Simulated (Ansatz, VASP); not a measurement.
**One calculation of Ta, two programs**

```
Ta
1.0
     0.00000    2.81014    2.81014
     2.81014    0.00000    2.81014
     2.81014    2.81014    0.00000
Ta
2
Direct
  0.87500 0.87500 0.87500
  0.12500 0.12500 0.12500
```

Change from the starting cell: volume scaled by 0.85, LAPW.

Alike in both runs: task single point; functional LDA; k mesh 13 × 13 × 13; occupations fermi-dirac, width 0.08 eV; no spin polarisation.

|  | VASP | Ansatz |
| --- | --- | --- |
| version | VASP 6.6.1 | Ansatz 0.2.0 |
| potentials or method | VASP PAW LDA potentials, release 64 (Ta_pv), cutoff 520 eV | all-electron LAPW, scalar-relativistic |

```tsv
	VASP	Ansatz	Ansatz less VASP
pressure (GPa)	17.8	16.8	-1.03
```

LDA's correlation is that of Perdew and Zunger in VASP and of Perdew and Wang (1992) in Ansatz. Ansatz ran all-electron here, and VASP with PAW potentials.

Spin-orbit coupling is off throughout.
